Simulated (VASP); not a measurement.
# AlC32 in VASP: single point with PBE

Aim: the single point of AlC32 with PBE.

Everything below comes from runs of VASP 6.6.1. Logs are shortened: lines on timing, memory, paths and dates and some standing lists are left out, and cuts for length are marked.

## (1) The cell of the first run

The cell holds a slab with vacuum, 33 atoms: a = 9.864 Å, b = 9.864 Å, c = 12.000 Å, α = 90.00°, β = 90.00°, γ = 120.00°.

## (2) Single point, PBE, collinear spin

INCAR

```
SYSTEM = AlC32
PREC = Accurate
ENCUT = 520
EDIFF = 1E-7
ISMEAR = 0
SIGMA = 0.02
LREAL = Auto
LASPH = .True.
NELM = 150
ALGO = Normal
ISIF = 2
LWAVE = .False.
LCHARG = .False.
ISPIN = 2
MAGMOM = 0 0 0 0 0 0 0 0 0 0 0 0 0 0 0 0 0 0 0 0 0 0 0 0 0 0 0 0 0 0 0 0 1
LORBIT = 11
GGA = PE
NBANDS = 92
```

KPOINTS

```
regular mesh
0
Gamma
  2 2 1
  0 0 0
```

POSCAR

```
AlC32
1.0
    9.8640000000      0.0000000000      0.0000000000
   -4.9320000000      8.5424750000      0.0000000000
    0.0000000000      0.0000000000     12.0000000000
C Al
32 1
Direct
    0.0000000000      0.0000000000      0.0833333000
    0.1666667000      0.0833333000      0.0833333000
    0.0000000000      0.2500000000      0.0833333000
    0.1666667000      0.3333333000      0.0833333000
    0.0000000000      0.5000000000      0.0833333000
    0.1666667000      0.5833333000      0.0833333000
    0.0000000000      0.7500000000      0.0833333000
    0.1666667000      0.8333333000      0.0833333000
    0.2500000000      0.0000000000      0.0833333000
    0.4166667000      0.0833333000      0.0833333000
    0.2500000000      0.2500000000      0.0833333000
    0.4166667000      0.3333333000      0.0833333000
    0.2500000000      0.5000000000      0.0833333000
    0.4166667000      0.5833333000      0.0833333000
    0.2500000000      0.7500000000      0.0833333000
    0.4166667000      0.8333333000      0.0833333000
    0.5000000000      0.0000000000      0.0833333000
    0.6666667000      0.0833333000      0.0833333000
    0.5000000000      0.2500000000      0.0833333000
    0.6666667000      0.3333333000      0.0833333000
    0.5000000000      0.5000000000      0.0833333000
    0.6666667000      0.5833333000      0.0833333000
    0.5000000000      0.7500000000      0.0833333000
    0.6666667000      0.8333333000      0.0833333000
    0.7500000000      0.0000000000      0.0833333000
    0.9166667000      0.0833333000      0.0833333000
    0.7500000000      0.2500000000      0.0833333000
    0.9166667000      0.3333333000      0.0833333000
    0.7500000000      0.5000000000      0.0833333000
    0.9166667000      0.5833333000      0.0833333000
    0.7500000000      0.7500000000      0.0833333000
    0.9166667000      0.8333333000      0.0833333000
    0.7610926000      0.7535567000      0.2500000000
```

Potentials or basis: VASP PAW PBE potentials, release 64 (C, Al).

Command:

```sh
> cat potpaw_PBE.64/C/POTCAR potpaw_PBE.64/Al/POTCAR > POTCAR
> mpirun -np 1 vasp_std > vasp.out
```

OUTCAR:

```text
SYSTEM = AlC32
   PREC = Accurate
   ENCUT = 520
   EDIFF = 1E-7
   ISMEAR = 0
   LREAL = Auto
   LASPH = .True.
   NELM = 150
   ISIF = 2
   ISPIN = 2
   LORBIT = 11
   GGA = PE

 ion  position               nearest neighbor table
   1  0.000  0.000  0.083-  26 1.42   2 1.42  32 1.42
   2  0.167  0.083  0.083-   9 1.42   1 1.42  11 1.42
   3  0.000  0.250  0.083-  28 1.42   4 1.42  26 1.42
   4  0.167  0.333  0.083-  11 1.42   3 1.42  13 1.42
   5  0.000  0.500  0.083-  30 1.42   6 1.42  28 1.42
   6  0.167  0.583  0.083-  13 1.42   5 1.42  15 1.42
[... 13 lines left out ...]
  20  0.667  0.333  0.083-  27 1.42  19 1.42  29 1.42
  21  0.500  0.500  0.083-  14 1.42  22 1.42  12 1.42
  22  0.667  0.583  0.083-  29 1.42  21 1.42  31 1.42  33 2.47
  23  0.500  0.750  0.083-  16 1.42  24 1.42  14 1.42
  24  0.667  0.833  0.083-  31 1.42  23 1.42  25 1.42  33 2.49
  25  0.750  0.000  0.083-  18 1.42  26 1.42  24 1.42
  26  0.917  0.083  0.083-   1 1.42  25 1.42   3 1.42
  27  0.750  0.250  0.083-  20 1.42  28 1.42  18 1.42
  28  0.917  0.333  0.083-   3 1.42  27 1.42   5 1.42
  29  0.750  0.500  0.083-  22 1.42  30 1.42  20 1.42
  30  0.917  0.583  0.083-   5 1.42  29 1.42   7 1.42
  31  0.750  0.750  0.083-  24 1.42  32 1.42  22 1.42  33 2.00
  32  0.917  0.833  0.083-   7 1.42  31 1.42   1 1.42  33 2.40
  33  0.761  0.754  0.250-  31 2.00  32 2.40  22 2.47  24 2.49

  LATTYP: Found a hexagonal cell.
 ALAT       =     9.8640000000
 C/A-ratio  =     1.2165450122

  Lattice vectors:

 A1 = (   9.8640000000,   0.0000000000,   0.0000000000)
 A2 = (  -4.9320000000,   8.5424750000,   0.0000000000)
 A3 = (   0.0000000000,   0.0000000000,  12.0000000000)

Analysis of symmetry for initial positions (statically):
=====================================================================
 Subroutine PRICEL returns:
 Original cell was already a primitive cell.

 Routine SETGRP: Setting up the symmetry group for a
 hexagonal supercell.

 Subroutine GETGRP returns: Found  1 space group operations
 (whereof  1 operations were pure point group operations)
 out of a pool of 24 trial point group operations.

The static configuration has the point symmetry C_1 .

Analysis of symmetry for dynamics (positions and initial velocities):
=====================================================================
 Subroutine PRICEL returns:
 Original cell was already a primitive cell.

 Routine SETGRP: Setting up the symmetry group for a
 hexagonal supercell.

 Subroutine GETGRP returns: Found  1 space group operations
 (whereof  1 operations were pure point group operations)
 out of a pool of 24 trial point group operations.

The dynamic configuration has the point symmetry C_1 .

Analysis of structural, dynamic, and magnetic symmetry:
=====================================================================
 Subroutine PRICEL returns:
 Original cell was already a primitive cell.

 Routine SETGRP: Setting up the symmetry group for a
 hexagonal supercell.

 Subroutine GETGRP returns: Found  1 space group operations
 (whereof  1 operations were pure point group operations)
 out of a pool of 24 trial point group operations.

The overall configuration has the point symmetry C_1 .

 Subroutine INISYM returns: Found  1 space group operations
 (whereof  1 operations are pure point group operations),
 and found     1 'primitive' translations

----------------------------------------------------------------------------------------

                                     Primitive cell

  volume of cell :    1011.1557

  direct lattice vectors                    reciprocal lattice vectors
     9.864000000  0.000000000  0.000000000     0.101378751  0.058531046  0.000000000
    -4.932000000  8.542475000  0.000000000     0.000000000  0.117062093  0.000000000
     0.000000000  0.000000000 12.000000000     0.000000000  0.000000000  0.083333333

  length of vectors
     9.864000000  9.864000361 12.000000000     0.117062097  0.117062093  0.083333333

  position of ions in fractional coordinates (direct lattice)
     0.000000000  0.000000000  0.083333300
     0.166666700  0.083333300  0.083333300
     0.000000000  0.250000000  0.083333300
     0.166666700  0.333333300  0.083333300
     0.000000000  0.500000000  0.083333300
     0.166666700  0.583333300  0.083333300
[... 25 lines left out ...]
     0.916666700  0.833333300  0.083333300
     0.761092600  0.753556700  0.250000000

  ion indices of the primitive-cell ions
   primitive index   ion index
                 1           1
                 2           2
                 3           3
[... 55 lines left out ...]
 Found      4 irreducible k-points:

 Following reciprocal coordinates:
            Coordinates               Weight
  0.000000  0.000000  0.000000      1.000000
  0.500000 -0.000000  0.000000      1.000000
  0.000000  0.500000  0.000000      1.000000
  0.500000  0.500000  0.000000      1.000000
   k-points           NKPTS =      4   k-points in BZ     NKDIM =      4   number of bands    NBANDS=     92
   number of dos      NEDOS =    301   number of ions     NIONS =     33
   total plane-waves  NPLWV = 576000
   dimension x,y,z NGX =    80 NGY =   80 NGZ =   90
   dimension x,y,z NGXF=   160 NGYF=  160 NGZF=  180
   ions per type =              32   1
   NGX,Y,Z   is equivalent  to a cutoff of  13.48, 13.48, 12.47 a.u.
   NGXF,Y,Z  is equivalent  to a cutoff of  26.97, 26.97, 24.94 a.u.
 SYSTEM =  AlC32
   PREC   = accura    normal or accurate (medium, high low for compatibility)
   ISTART =      0    job   : 0-new  1-cont  2-samecut
   ICHARG =      2    charge: 1-file 2-atom 10-const
   ISPIN  =      2    spin polarized calculation?
   LNONCOLLINEAR =      F non collinear calculations
   LSORBIT =      F    spin-orbit coupling
   LASPH  =      T    aspherical Exc in radial PAW
   ENCUT  =  520.0 eV  38.22 Ry    6.18 a.u.  18.34 18.34 22.31*2*pi/ulx,y,z
   NELM   =    150;   NELMIN=  2; NELMDL= -5     # of ELM steps
   EDIFF  = 0.1E-06   stopping-criterion for ELM
   LREAL  =      T    real-space projection
   EDIFFG = 0.1E-05   stopping-criterion for IOM
   NSW    =      0    number of steps for IOM
   IBRION =     -1    ionic relax: 0-MD 1-quasi-New 2-CG
   NFREE  =      0    steps in history (QN), initial steepest desc. (CG)
   ISIF   =      2    stress and relaxation
   ISYM   =      2    0-nonsym 1-usesym 2-fastsym
   POTIM  = 0.5000    time-step for ionic-motion
   TEBEG  =    0.0;   TEEND  =   0.0 temperature during run
   PSTRESS=    0.0 pullay stress
   NELECT =     131.0000    total number of electrons
   NUPDOWN=      -1.0000    fix difference up-down
   EMIN   =  10.00;   EMAX   =-10.00  energy-range for DOS
   EFERMI =   0.00;   METHOD = LEGACY
   ISMEAR =     0;   SIGMA  =   0.02  broadening in eV -4-tet -1-fermi 0-gaus
   EFERMI_NEDOS =   21; number of points for ismear=-14 and -15
   IALGO  =     38    algorithm
   IMIX   =      4    mixing-type and parameters
     AMIX     =   0.40;   BMIX     =  1.00
     AMIX_MAG =   1.60;   BMIX_MAG =  1.00
  volume/ion in A,a.u.               =      30.64       206.78
  Fermi-wavevector in a.u.,A,eV,Ry     =   0.828373  1.565398  9.336342  0.686202
  Thomas-Fermi vector in A             =   1.940738
   LORBIT       =     11    0 simple, 1 ext, 2 COOP (PROOUT), +10 PAW based schemes
   GGA     = PE    functional components
   LHFCALC =     F    Hartree Fock is set to
   AEXX    =    0.0000 exact exchange contribution
   IVDW    =     0    specifies the selected vdW correction
   LEPSILON=     F    determine dielectric tensor
   LRPA    =     F    only Hartree local field effects (RPA)
 spin polarized calculation
 Gauss-broadening in eV      SIGMA  =   0.02
  energy-cutoff  :      520.00
  volume of cell :     1011.16
 maximum number of plane-waves:     27273
 NGX is ok and might be reduce to    80
   NGX = 37   NGY = 37   NGZ = 45

 number of electron     131.0000000 magnetization       0.4999231

 Free energy of the ion-electron system (eV)
  ---------------------------------------------------
  ext. energy  EPLUGINS =         0.00000000
  ---------------------------------------------------
  free energy    TOTEN  =      -295.94016450 eV

  energy without entropy =     -295.93682601  energy(sigma->0) =     -295.93849525

 E-fermi :  -0.8883     XC(G=0):  -3.9006

 val. band max:       -0.8885221688   @ k =   0.5000   0.5000   0.0000
 cond. band min:      -0.8849092783   @ k =   0.0000   0.5000   0.0000
 fundamental gap:      0.0036128905
 Fermi energy:        -0.8882505987

 spin component 1

 k-point     1 :       0.0000    0.0000    0.0000
  band No.  band energies     occupation
      1     -21.2211      1.00000
      2     -20.0164      1.00000
      3     -19.7162      1.00000
      4     -19.7053      1.00000
      5     -19.5541      1.00000
      6     -19.5491      1.00000
[... 309 lines left out ...]
     76       2.3499      0.00000
     77       2.5410      0.00000
 Fermi energy:        -0.8882505987

 spin component 2

 k-point     1 :       0.0000    0.0000    0.0000
  band No.  band energies     occupation
      1     -21.2000      1.00000
      2     -19.9912      1.00000
      3     -19.6979      1.00000
      4     -19.6893      1.00000
      5     -19.5375      1.00000
      6     -19.5352      1.00000
[... 309 lines left out ...]
     76       2.3601      0.00000
     77       2.5582      0.00000
 [bands above 77 left out]

------------------------ aborting loop because EDIFF is reached ----------------------------------------

  FORCE on cell =-STRESS in cart. coord.  units (eV):
  Direction    XX          YY          ZZ          XY          YZ          ZX
  --------------------------------------------------------------------------------------
  -------------------------------------------------------------------------------------
  Total        5.8135350      5.6337233      4.0963278      0.3054911      0.0394193      0.1309425
  in kB        9.2115529      8.9266410      6.4906360      0.4840509      0.0624600      0.2074786
  external PRESSURE =       8.2096100 kB  Pullay stress =       0.0000000 kB

 VOLUME and BASIS-vectors are now :
 -----------------------------------------------------------------------------
  energy-cutoff  :      520.00
  volume of cell :     1011.16
      direct lattice vectors                 reciprocal lattice vectors
     9.864000000  0.000000000  0.000000000     0.101378751  0.058531046  0.000000000
    -4.932000000  8.542475000  0.000000000     0.000000000  0.117062093  0.000000000
     0.000000000  0.000000000 12.000000000     0.000000000  0.000000000  0.083333333

 POSITION                                       TOTAL-FORCE (eV/Angst)
 -----------------------------------------------------------------------------------
      0.00000      0.00000      1.00000         0.215468      0.226156      0.029711
      1.23300      0.71187      1.00000        -0.033059     -0.224871     -0.005366
     -1.23300      2.13562      1.00000        -0.024221     -0.377283      0.001579
      0.00000      2.84749      1.00000         0.384230     -0.174851      0.001947
     -2.46600      4.27124      1.00000        -0.361718      0.189325      0.000124
     -1.23300      4.98311      1.00000         0.054134      0.400207      0.002536
[... 25 lines left out ...]
      4.93200      7.11873      1.00000         0.596780      0.335625     -0.098036
      3.79088      6.43724      3.00000         0.065477      0.020671      2.162939
 -----------------------------------------------------------------------------------
    total drift:                               -0.000018      0.000961     -0.000539

  FREE ENERGIE OF THE ION-ELECTRON SYSTEM (eV)
  ---------------------------------------------------
  free  energy   TOTEN  =      -295.9401645004 eV

  energy  without entropy=     -295.9368260057  energy(sigma->0) =     -295.93849525

 total charge

# of ion       s       p       d       tot
------------------------------------------
    1        0.863   1.787   0.000   2.649
    2        0.862   1.788   0.000   2.650
    3        0.861   1.790   0.000   2.651
    4        0.862   1.789   0.000   2.650
    5        0.861   1.790   0.000   2.651
    6        0.862   1.788   0.000   2.650
[... 25 lines left out ...]
   32        0.861   1.803   0.000   2.664
   33        0.608   0.182   0.000   0.790
--------------------------------------------------
tot         28.192  57.501   0.000  85.694

 magnetization (x)

# of ion       s       p       d       tot
------------------------------------------
    1        0.000   0.008   0.000   0.009
    2       -0.000   0.002   0.000   0.002
    3        0.000   0.007   0.000   0.008
    4        0.000   0.011   0.000   0.011
    5        0.000   0.007   0.000   0.007
    6        0.000   0.011   0.000   0.012
[... 25 lines left out ...]
   32        0.000   0.010   0.000   0.010
   33        0.001   0.009   0.000   0.010
--------------------------------------------------
tot          0.009   0.246   0.000   0.256
```

It took 26 min on 1 thread of Intel Xeon 6975P-C (Granite Rapids), shared host; peak memory 1.7 GiB.

What came out:

- Free energy: -295.9402 eV
- Largest force: 2.164 eV/Å
- Net moment: 0.50 μB per cell
- Valence electrons inside the program's atomic spheres: C 2.65, 2.66, 2.72 (each value once); Al 0.79

Forces in eV/Å, atoms in the order of the input:
```
C    0.215  0.226  0.030
C   -0.033 -0.225 -0.005
C   -0.024 -0.377  0.002
C    0.384 -0.175  0.002
C   -0.362  0.189  0.000
C    0.054  0.400  0.003
C    0.298  0.087  0.031
C   -0.208  0.076 -0.005
C   -0.008  0.003 -0.016
C    0.059  0.015  0.019
C   -0.438  0.249 -0.009
C    0.201  0.162 -0.007
C    0.235  0.145  0.006
C   -0.373 -0.217 -0.022
C   -0.004 -0.485 -0.009
C    0.249  0.079 -0.007
C   -0.086  0.009 -0.008
C    0.103 -0.237 -0.005
C   -0.042 -0.053 -0.009
C   -0.153  0.196 -0.005
C   -0.084 -0.312  0.023
C    0.024 -0.554 -0.058
C   -0.316  0.097  0.020
C   -0.439  0.273 -0.049
C   -0.292  0.208  0.022
C    0.013  0.545 -0.031
C    0.374  0.216 -0.008
C   -0.299 -0.187  0.004
C    0.031 -0.348  0.025
C    0.509 -0.281 -0.035
C   -0.253 -0.081 -1.963
C    0.597  0.336 -0.098
Al   0.065  0.021  2.163
```

Levels at points of the mesh, in eV from the Fermi level:
Spin up:
```csv
k point,band 64,band 65,band 66,band 67,band 68,band 69
"(0.00, 0.00, 0.00)",-3.04,-2.41,0.52,0.54,0.70,1.76
"(0.50, 0.00, 0.00)",-1.92,-1.75,-0.05,0.22,0.89,0.97
"(0.00, 0.50, 0.00)",-1.89,-1.76,-0.06,0.20,0.90,1.01
"(0.50, 0.50, 0.00)",-1.89,-1.76,-0.06,0.19,0.90,1.01
```
Spin down:
| k point | band 63 | band 64 | band 65 | band 66 | band 67 | band 68 |
| --- | --- | --- | --- | --- | --- | --- |
| (0.00, 0.00, 0.00) | -3.00 | -2.99 | -2.38 | 0.56 | 0.59 | 0.76 |
| (0.50, 0.00, 0.00) | -2.41 | -1.86 | -1.71 | 0.02 | 0.25 | 0.94 |
| (0.00, 0.50, 0.00) | -2.42 | -1.84 | -1.71 | 0.00 | 0.24 | 0.94 |
| (0.50, 0.50, 0.00) | -2.42 | -1.83 | -1.71 | 0.00 | 0.24 | 0.95 |

Caveat: the k points lie up to 0.37 Å⁻¹ apart; there is no dipole correction, which matters where the two faces differ.
